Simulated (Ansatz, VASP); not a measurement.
## W in VASP and in Ansatz

```
CELL_PARAMETERS angstrom
2.52434 0.00000 0.00000
0.00000 2.52434 0.00000
0.00000 0.00000 2.52434
ATOMIC_POSITIONS crystal
W 0.00000 0.00000 0.00000
```

Change from the starting cell: volume scaled by 0.92, LAPW.

Alike in both runs: task single point; functional LDA; k mesh 15 × 15 × 15; occupations fermi-dirac, width 0.08 eV; no spin polarisation.

```csv
,VASP,Ansatz
version,VASP 6.6.1,Ansatz 0.2.0
potentials or method,"VASP PAW LDA potentials, release 64 (W_sv), cutoff 520 eV","all-electron LAPW, scalar-relativistic"
```

VASP gave:

- pressure (GPa): 25.8

Problem. Which values does Ansatz return?

Solution. Pressure (GPa): 23.2.

LDA's correlation is that of Perdew and Zunger in VASP and of Perdew and Wang (1992) in Ansatz. Ansatz ran all-electron here, and VASP with PAW potentials.

Spin-orbit coupling is off throughout.
